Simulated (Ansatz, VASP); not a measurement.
# Two plane-wave programs on HgTe

The input INCAR:

```
SYSTEM = HgTe
  PREC = Accurate
  ENCUT = 520
  EDIFF = 1E-6
  ISMEAR = 0
  SIGMA = 0.05
  LREAL = .False.
  LASPH = .True.
  NELM = 60
  ALGO = Normal
  ISIF = 2
  LWAVE = .False.
  LCHARG = .False.
  GGA = PE
  NBANDS = 16
```

KPOINTS

```
regular mesh
0
Gamma
  10 10 10
  0 0 0
```

POSCAR

```
HgTe
1.0
    0.0000000000      3.2594588891      3.2594588891
    3.2594588891      0.0000000000      3.2594588891
    3.2594588891      3.2594588891      0.0000000000
Hg Te
1 1
Direct
    0.0000000000      0.0000000000      0.0000000000
    0.2500000000      0.2500000000      0.2500000000
```

Input for Ansatz:

```yaml
crystal:
  lattice:
    - [0.0, 3.2594588891, 3.2594588891]
    - [3.2594588891, 0.0, 3.2594588891]
    - [3.2594588891, 3.2594588891, 0.0]
  atoms:
    - { symbol: Hg, position: [0.0, 0.0, 0.0] }
    - { symbol: Te, position: [0.25, 0.25, 0.25] }
basis:
  ecutwfc: 420
  ecutrho_ratio: 4
kpoints:
  mp_grid: { grid: [10, 10, 10] }
hamiltonian:
  xc: pbe
scf:
  occupations: { method: gaussian, width: 0.05 }
output:
  forces: true
  stress: true
  eigenvalues: true
```

Alike in both runs: task single point; functional PBE; k mesh 10 × 10 × 10; occupations gaussian, width 0.05 eV; no spin polarisation.

|  | VASP | Ansatz |
| --- | --- | --- |
| version | VASP 6.6.1 | Ansatz 0.2.0 |
| potentials or method | VASP PAW PBE potentials, release 64 (Hg, Te), cutoff 520 eV | scalar-relativistic, plane waves, PAW |
| valence electrons in the cell | 18 | 36 |

Ansatz gave:

```
gap on the k mesh at the Fermi level (eV) : none
pressure (GPa)                            : 2.4
```

Question: Estimate VASP's values.

Answer: gap on the k mesh at the Fermi level (eV): none; pressure (GPa): 2.5.

A gap of «none» marks a metal or a gap that the smearing closes. With one functional, cell and mesh, what is left measures potentials, basis and numerics. VASP's potentials hold 18 valence electrons a cell and Ansatz's 36, so a difference there can come from the potentials and not from the codes.

Neither program's run includes spin-orbit coupling.
